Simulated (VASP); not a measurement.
# Ta5O in VASP: single point with PBEsol

Aim: the single point of Ta5O with PBEsol.

Everything below comes from runs of VASP 6.6.1. Logs are shortened: lines on timing, memory, paths and dates and some standing lists are left out, and cuts for length are marked.

## Step 1: The cell of the first run

The cell holds a slab with vacuum, 6 atoms: a = 3.281 Å, b = 3.281 Å, c = 25.561 Å, α = 90.00°, β = 90.00°, γ = 90.00°.

## Step 2: Single point, PBEsol

File INCAR:

```
SYSTEM = Ta5O
PREC = Accurate ; ENCUT = 520
EDIFF = 1E-7 ; ISMEAR = 0
SIGMA = 0.1 ; LREAL = .FALSE.
LASPH = .TRUE. ; NELM = 80
ALGO = Normal ; ISIF = 2
LWAVE = .FALSE. ; LCHARG = .FALSE.
LDIPOL = .TRUE. ; IDIPOL = 3
DIPOL = 0.5 0.5 0.490 ; GGA = PS
NBANDS = 40
```

File KPOINTS:

```
regular mesh
0
G
  9 9 1
  0 0 0
```

File POSCAR:

```
Ta5O
1.0
    3.2805195245      0.0000000000      0.0000000000
    0.0000000000      3.2805195245      0.0000000000
    0.0000000000      0.0000000000     25.5610390491
Ta O
5 1
Direct
    0.5000000000      0.5000000000      0.3325373427
    0.0000000000      0.0000000000      0.3967076512
    0.5000000000      0.5000000000      0.4611411134
    0.0000000000      0.0000000000      0.5263369579
    0.5000000000      0.5000000000      0.5815099130
    0.6666666667      0.6666666667      0.6431223178
```

Potentials or basis: VASP PAW PBE potentials, release 64 (Ta_pv, O).

Launch:

```console
$ cat potpaw_PBE.64/Ta_pv/POTCAR potpaw_PBE.64/O/POTCAR > POTCAR
$ mpirun -np 1 vasp_std > vasp.out
```

OUTCAR:

```text
SYSTEM = Ta5O
   PREC = Accurate
   ENCUT = 520
   EDIFF = 1E-7
   ISMEAR = 0
   LREAL = .FALSE.
   LASPH = .TRUE.
   NELM = 80
   ISIF = 2
   GGA = PS

 ion  position               nearest neighbor table
   1  0.500  0.500  0.333-   2 2.84   2 2.84   2 2.84   2 2.84   3 3.29
   2  0.000  0.000  0.397-   1 2.84   1 2.84   1 2.84   1 2.84   3 2.84   3 2.84   3 2.84   3 2.84
                             4 3.31
   3  0.500  0.500  0.461-   2 2.84   2 2.84   2 2.84   2 2.84   4 2.86   4 2.86   4 2.86   4 2.86
                             5 3.08   1 3.29
   4  0.000  0.000  0.526-   5 2.71   5 2.71   5 2.71   5 2.71   3 2.86   3 2.86   3 2.86   3 2.86
                             2 3.31
   5  0.500  0.500  0.582-   6 1.75   4 2.71   4 2.71   4 2.71   4 2.71   3 3.08
   6  0.667  0.667  0.643-   5 1.75

  LATTYP: Found a simple tetragonal cell.
 ALAT       =     3.2805195245
 C/A-ratio  =     7.7917655598

  Lattice vectors:

 A1 = (   3.2805195245,   0.0000000000,   0.0000000000)
 A2 = (   0.0000000000,   3.2805195245,   0.0000000000)
 A3 = (   0.0000000000,   0.0000000000,  25.5610390491)

Analysis of symmetry for initial positions (statically):
=====================================================================
 Subroutine PRICEL returns:
 Original cell was already a primitive cell.

 Routine SETGRP: Setting up the symmetry group for a
 simple tetragonal supercell.

 Subroutine GETGRP returns: Found  2 space group operations
 (whereof  2 operations were pure point group operations)
 out of a pool of 16 trial point group operations.

The static configuration has the point symmetry C_1h.

Analysis of symmetry for dynamics (positions and initial velocities):
=====================================================================
 Subroutine PRICEL returns:
 Original cell was already a primitive cell.

 Routine SETGRP: Setting up the symmetry group for a
 simple tetragonal supercell.

 Subroutine GETGRP returns: Found  2 space group operations
 (whereof  2 operations were pure point group operations)
 out of a pool of 16 trial point group operations.

The dynamic configuration has the point symmetry C_1h.

 Subroutine INISYM returns: Found  2 space group operations
 (whereof  2 operations are pure point group operations),
 and found     1 'primitive' translations

----------------------------------------------------------------------------------------

                                     Primitive cell

  volume of cell :     275.0830

  direct lattice vectors                    reciprocal lattice vectors
     3.280519524  0.000000000  0.000000000     0.304829766  0.000000000  0.000000000
     0.000000000  3.280519524  0.000000000     0.000000000  0.304829766  0.000000000
     0.000000000  0.000000000 25.561039049     0.000000000  0.000000000  0.039122040

  length of vectors
     3.280519524  3.280519524 25.561039049     0.304829766  0.304829766  0.039122040

  position of ions in fractional coordinates (direct lattice)
     0.500000000  0.500000000  0.332537343
     0.000000000  0.000000000  0.396707651
     0.500000000  0.500000000  0.461141113
     0.000000000  0.000000000  0.526336958
     0.500000000  0.500000000  0.581509913
     0.666666667  0.666666667  0.643122318

  ion indices of the primitive-cell ions
   primitive index   ion index
                 1           1
                 2           2
                 3           3
                 4           4
                 5           5
                 6           6

----------------------------------------------------------------------------------------

 KPOINTS: regular mesh

Automatic generation of k-mesh.
 Grid dimensions read from file:
 generate k-points for:    9    9    1

 Generating k-lattice:

  Cartesian coordinates                     Fractional coordinates (reciprocal lattice)
     0.033869974  0.000000000  0.000000000     0.111111111  0.000000000  0.000000000
     0.000000000  0.033869974  0.000000000     0.000000000  0.111111111  0.000000000
     0.000000000  0.000000000  0.039122040     0.000000000  0.000000000  1.000000000

  Length of vectors
     0.033869974  0.033869974  0.039122040

  Shift w.r.t. Gamma in fractional coordinates (k-lattice)
     0.000000000  0.000000000  0.000000000

 Subroutine IBZKPT returns following result:
 ===========================================

 Found     25 irreducible k-points:

 Following reciprocal coordinates:
            Coordinates               Weight
  0.000000  0.000000  0.000000      1.000000
  0.111111  0.000000  0.000000      4.000000
  0.222222  0.000000  0.000000      4.000000
  0.333333  0.000000  0.000000      4.000000
  0.444444  0.000000  0.000000      4.000000
  0.111111  0.111111  0.000000      2.000000
[... 16 lines left out ...]
 -0.333333  0.444444  0.000000      4.000000
  0.444444  0.444444  0.000000      2.000000
   k-points           NKPTS =     25   k-points in BZ     NKDIM =     25   number of bands    NBANDS=     40
   number of dos      NEDOS =    301   number of ions     NIONS =      6
   total plane-waves  NPLWV = 110592
   dimension x,y,z NGX =    24 NGY =   24 NGZ =  192
   dimension x,y,z NGXF=    48 NGYF=   48 NGZF=  384
   ions per type =               5   1
   NGX,Y,Z   is equivalent  to a cutoff of  12.16, 12.16, 12.49 a.u.
   NGXF,Y,Z  is equivalent  to a cutoff of  24.32, 24.32, 24.97 a.u.
 SYSTEM =  Ta5O
   PREC   = accura    normal or accurate (medium, high low for compatibility)
   ISTART =      0    job   : 0-new  1-cont  2-samecut
   ICHARG =      2    charge: 1-file 2-atom 10-const
   ISPIN  =      1    spin polarized calculation?
   LNONCOLLINEAR =      F non collinear calculations
   LSORBIT =      F    spin-orbit coupling
   LASPH  =      T    aspherical Exc in radial PAW
   ENCUT  =  520.0 eV  38.22 Ry    6.18 a.u.   6.10  6.10 47.53*2*pi/ulx,y,z
   NELM   =     80;   NELMIN=  2; NELMDL= -5     # of ELM steps
   EDIFF  = 0.1E-06   stopping-criterion for ELM
   LREAL  =      F    real-space projection
   EDIFFG = 0.1E-05   stopping-criterion for IOM
   NSW    =      0    number of steps for IOM
   IBRION =     -1    ionic relax: 0-MD 1-quasi-New 2-CG
   NFREE  =      0    steps in history (QN), initial steepest desc. (CG)
   ISIF   =      2    stress and relaxation
   ISYM   =      2    0-nonsym 1-usesym 2-fastsym
   POTIM  = 0.5000    time-step for ionic-motion
   TEBEG  =    0.0;   TEEND  =   0.0 temperature during run
   PSTRESS=    0.0 pullay stress
   NELECT =      61.0000    total number of electrons
   NUPDOWN=      -1.0000    fix difference up-down
   EMIN   =  10.00;   EMAX   =-10.00  energy-range for DOS
   EFERMI =   0.00;   METHOD = LEGACY
   ISMEAR =     0;   SIGMA  =   0.10  broadening in eV -4-tet -1-fermi 0-gaus
   EFERMI_NEDOS =   21; number of points for ismear=-14 and -15
   IALGO  =     38    algorithm
   IMIX   =      4    mixing-type and parameters
     AMIX     =   0.40;   BMIX     =  1.00
     AMIX_MAG =   1.60;   BMIX_MAG =  1.00
  volume/ion in A,a.u.               =      45.85       309.39
  Fermi-wavevector in a.u.,A,eV,Ry     =   0.990901  1.872531 13.359349  0.981884
  Thomas-Fermi vector in A             =   2.122604
   LORBIT       =      0    0 simple, 1 ext, 2 COOP (PROOUT), +10 PAW based schemes
   GGA     = PS    functional components
   LHFCALC =     F    Hartree Fock is set to
   AEXX    =    0.0000 exact exchange contribution
   IVDW    =     0    specifies the selected vdW correction
   LEPSILON=     F    determine dielectric tensor
   LRPA    =     F    only Hartree local field effects (RPA)
 non-spin polarized calculation
 Gauss-broadening in eV      SIGMA  =   0.10
  energy-cutoff  :      520.00
  volume of cell :      275.08
 maximum number of plane-waves:      7464
   NGX = 13   NGY = 13   NGZ = 95

 dipolmoment           0.000000      0.000000     -0.053652 electrons x Angstroem

 number of electron      61.0000015 magnetization

 dipolmoment           0.000000      0.000000      0.239063 electrons x Angstroem

 Free energy of the ion-electron system (eV)
  ---------------------------------------------------
  ext. energy  EPLUGINS =         0.00000000
  ---------------------------------------------------
  free energy    TOTEN  =       -66.51065125 eV

  energy without entropy =      -66.48012756  energy(sigma->0) =      -66.49538941

 E-fermi :  -2.0283     XC(G=0):  -5.2434

 val. band max:       -2.0393689016   @ k =   0.4444   0.1111   0.0000
 cond. band min:      -2.0149452825   @ k =  -0.1111   0.2222   0.0000
 fundamental gap:      0.0244236191
 Fermi energy:        -2.0283271052

 k-point     1 :       0.0000    0.0000    0.0000
  band No.  band energies     occupation
      1     -36.8289      2.00000
      2     -36.6436      2.00000
      3     -36.6425      2.00000
      4     -36.1911      2.00000
      5     -36.0342      2.00000
      6     -35.9744      2.00000
[... 32 lines left out ...]
     39       0.9772      0.00000
     40       1.1716      0.00000

 k-point     2 :       0.1111    0.0000    0.0000
  band No.  band energies     occupation
      1     -36.8327      2.00000
      2     -36.6753      2.00000
      3     -36.6353      2.00000
      4     -36.2222      2.00000
      5     -36.0511      2.00000
      6     -35.9666      2.00000
[... 32 lines left out ...]
     39       0.7320      0.00000
     40       1.4861      0.00000

 k-point     3 :       0.2222    0.0000    0.0000
  band No.  band energies     occupation
      1     -36.8452      2.00000
      2     -36.7521      2.00000
      3     -36.6156      2.00000
      4     -36.2950      2.00000
      5     -36.1102      2.00000
      6     -36.0105      2.00000
[... 853 lines left out ...]
  band No.  band energies     occupation
      1     -36.8699      2.00000
      2     -36.8455      2.00000
      3     -36.7478      2.00000
      4     -36.3735      2.00000
      5     -36.2534      2.00000
      6     -36.1520      2.00000
[... 32 lines left out ...]
     39       2.1779      0.00000
     40       2.4336      0.00000

 k-point    24 :       0.4444    0.4444    0.0000
  band No.  band energies     occupation
      1     -36.8762      2.00000
      2     -36.8756      2.00000
      3     -36.7514      2.00000
      4     -36.3926      2.00000
      5     -36.3126      2.00000
      6     -36.1278      2.00000
[... 32 lines left out ...]
     39       2.3306      0.00000
     40       2.3969      0.00000

 [... further k-points ...]

------------------------ aborting loop because EDIFF is reached ----------------------------------------

 vacuum level on the upper side and lower side of the slab       (xc-potential included)         1.962        -1.975

  FORCE on cell =-STRESS in cart. coord.  units (eV):
  Direction    XX          YY          ZZ          XY          YZ          ZX
  --------------------------------------------------------------------------------------
  -------------------------------------------------------------------------------------
  Total       -1.2530878     -1.2530878      3.2748583      0.5483663      0.9883811      0.9883811
  in kB       -7.2984113     -7.2984113     19.0738926      3.1938724      5.7566687      5.7566692
  external PRESSURE =       1.4923567 kB  Pullay stress =       0.0000000 kB

 VOLUME and BASIS-vectors are now :
 -----------------------------------------------------------------------------
  energy-cutoff  :      520.00
  volume of cell :      275.08
      direct lattice vectors                 reciprocal lattice vectors
     3.280519524  0.000000000  0.000000000     0.304829766  0.000000000  0.000000000
     0.000000000  3.280519524  0.000000000     0.000000000  0.304829766  0.000000000
     0.000000000  0.000000000 25.561039049     0.000000000  0.000000000  0.039122040

 POSITION                                       TOTAL-FORCE (eV/Angst)
 -----------------------------------------------------------------------------------
      1.64026      1.64026      8.50000        -0.028535     -0.028535      1.332975
      0.00000      0.00000     10.14026         0.000979      0.000979     -1.280134
      1.64026      1.64026     11.78725         0.115459      0.115459     -0.551531
      0.00000      0.00000     13.45372        -0.293285     -0.293285     -2.473800
      1.64026      1.64026     14.86400        -0.273034     -0.273034      2.614970
      2.18701      2.18701     16.43887         0.478415      0.478415      0.357520
 -----------------------------------------------------------------------------------
    total drift:                                0.000170      0.000170      0.000479

  FREE ENERGIE OF THE ION-ELECTRON SYSTEM (eV)
  ---------------------------------------------------
  free  energy   TOTEN  =       -66.5106512526 eV

  energy  without entropy=      -66.4801275644  energy(sigma->0) =      -66.49538941

 vacuum level on the upper side and lower side of the slab         6.079         2.033
```

It took 8.3 min on 1 thread of Intel Xeon 6975P-C (Granite Rapids), shared host; peak memory 0.45 GiB.

What came out:

- Free energy: -66.5107 eV
- Largest force: 2.643 eV/Å

Forces on the atoms (eV/Å):
```
Ta  -0.029 -0.029  1.333
Ta   0.001  0.001 -1.280
Ta   0.115  0.115 -0.552
Ta  -0.293 -0.293 -2.474
Ta  -0.273 -0.273  2.615
O    0.478  0.478  0.358
```

Caveat: the PAW data sets were made with another functional, which shifts forces and pressure a little; spin-orbit coupling is left out, which moves the levels of the heavy elements; an odd number of electrons without spin polarisation forces a metal; a magnetic or distorted state may lie lower.
